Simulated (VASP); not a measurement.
Wanted: the native input for a VASP 6.6.1 run.

```
Task                   : single point
Functional             : PBEsol
Potentials or basis    : VASP PAW PBE potentials, release 64 (Ag, Br)
Cutoff                 : 500 eV
k mesh                 : 7 × 7 × 7
Occupations            : fermi-dirac, width 0.02 eV
Spin                   : no spin polarisation
Dipole correction      : no
Further INCAR settings : ALGO = Normal; EDIFF = 1e-06; NBANDS = 16
```

The structure of AgBr lies in POSCAR:

```
AgBr
1.0
    0.0000000000      2.8921694793      2.8921694793
    2.8921694793      0.0000000000      2.8921694793
    2.8921694793      2.8921694793      0.0000000000
Ag Br
1 1
Direct
    0.0000000000      0.0000000000      0.0000000000
    0.5000000000      0.5000000000      0.5000000000
```

One way to write it, as run:

INCAR

```
SYSTEM = AgBr
PREC     = Accurate       ! precision mode
ENCUT    = 500            ! plane-wave cutoff, eV
EDIFF    = 1E-6           ! SCF threshold, eV
ISMEAR   = -1             ! smearing method
SIGMA    = 0.02           ! smearing width, eV
LREAL    = .FALSE.        ! projectors in reciprocal space
LASPH    = .TRUE.         ! aspherical terms in the spheres
NELM     = 120            ! most SCF steps
ALGO     = Normal         ! electronic algorithm
ISIF     = 2              ! what is computed and relaxed
LWAVE    = .FALSE.        ! write WAVECAR
LCHARG   = .FALSE.        ! write CHGCAR
GGA      = PS             ! functional
NBANDS   = 16             ! bands
GGA_COMPAT= .FALSE.
```

KPOINTS

```
Automatic mesh
0
G
  7 7 7
  0 0 0
```

Potentials or basis: VASP PAW PBE potentials, release 64 (Ag, Br).

The run is started by

```console
$ cat potpaw_PBE.64/Ag/POTCAR potpaw_PBE.64/Br/POTCAR > POTCAR
$ mpirun -np 1 vasp_std > vasp.out
```

It gave:

| Property | Result |
| --- | --- |
| Pressure | -2.6 GPa |
| Band gap on the k mesh | 0.58 eV, indirect (least direct gap 2.38 eV) |

Caveat: the PAW data sets were made with another functional, which shifts forces and pressure a little.

Wall time 11 s on 1 thread of AMD EPYC 7R13 Processor (Zen 3) (shared host), peak memory 0.14 GiB.
